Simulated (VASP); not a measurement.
Input of a VASP 6.6.1 run:

INCAR

```
PREC     = Accurate       # precision mode
ENCUT    = 600            # plane-wave cutoff, eV
EDIFF    = 1E-7           # SCF threshold, eV
ISMEAR   = 0              # smearing method
SIGMA    = 0.1            # smearing width, eV
LREAL    = False          # projectors in reciprocal space
LASPH    = True           # aspherical terms in the spheres
NELM     = 120            # most SCF steps
ALGO     = Normal         # electronic algorithm
ISIF     = 3              # what is computed and relaxed
LWAVE    = False          # write WAVECAR
LCHARG   = False          # write CHGCAR
GGA      = PE             # functional
IBRION   = 2              # ionic algorithm
NSW      = 90             # ionic steps
EDIFFG   = -0.04          # ionic threshold
GGA_COMPAT= False        
NELMIN   = 4
```

Contents of KPOINTS:

```
regular mesh
0
Gamma
  6 6 4
```

The input POSCAR:

```
Be2I
1.0
    3.4296551454      0.0000000000      0.0000000000
    0.0000000000      3.4296551454      0.0000000000
    0.0000000000      0.0000000000      4.8754667198
Be I
2 1
Direct
    0.5000000000      0.0000000000      0.5814537194
    0.0000000000      0.5000000000      0.4185462806
    0.0000000000      0.0000000000      0.0000000000
```

Potentials or basis: VASP PAW PBE potentials, release 64 (Be, I).

Run with:

```console
$ cat potpaw_PBE.64/Be/POTCAR potpaw_PBE.64/I/POTCAR > POTCAR
$ mpirun -np 1 vasp_std > vasp.out
```

(1) Estimate the relaxed cell.

(2) Estimate the band gap on the k mesh.

(3) Estimate the space group after relaxing (to 0.1 Å).

(4) Predict the relaxed volume.

Results:

(1) a = 3.390 Å, b = 3.390 Å, c = 4.922 Å, α = 90.00°, β = 90.00°, γ = 90.00°.

(2) zero (an odd number of electrons rules out a gap without spin polarisation).

(3) P-4m2 (No. 115).

(4) 18.86 Å³/atom.

Caveat: the cell differs from its parent crystal (atoms taken out); spin-orbit coupling is left out, which moves the levels of the heavy elements; an odd number of electrons without spin polarisation forces a metal; a magnetic or distorted state may lie lower.
